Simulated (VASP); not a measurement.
Runs of VASP 6.6.1 on Re. The structure is that of space group P6_3/mmc (No. 194), or close to it. The cells are those of the table. 

| cell | gap on the mesh (eV) | pressure (GPa) |
| --- | --- | --- |
| a = 2.714, b = 2.714, c = 4.383 Å, angles 90.0, 90.0, 120.0°, 2 atoms | none | 28.6 |
| a = 2.784, b = 2.784, c = 4.495 Å, angles 90.0, 90.0, 120.0°, 2 atoms | none | -3.5 |
| a = 2.850, b = 2.850, c = 4.602 Å, angles 90.0, 90.0, 120.0°, 2 atoms | none | (a) |
| a = 2.690, b = 2.690, c = 4.344 Å, angles 90.0, 90.0, 120.0°, 2 atoms | none | 42.5 |
| a = 2.738, b = 2.738, c = 4.421 Å, angles 90.0, 90.0, 120.0°, 2 atoms | none | (b) |

Alike in all rows: task single point; level PBE; potentials or basis VASP PAW PBE potentials, release 64 (Re); no spin polarisation; k mesh 11 × 11 × 6; cutoff (eV) 520; smearing fermi-dirac 0.1 eV.

Fill in the values left out.

(a) -24.8; (b) 16.4.

Caveats: spin-orbit coupling is left out, which moves the levels of the heavy elements.

A k mesh can miss the band edges, and the runs leave out spin-orbit coupling on Re.

A gap of «none» marks levels without a gap at the run's occupations.
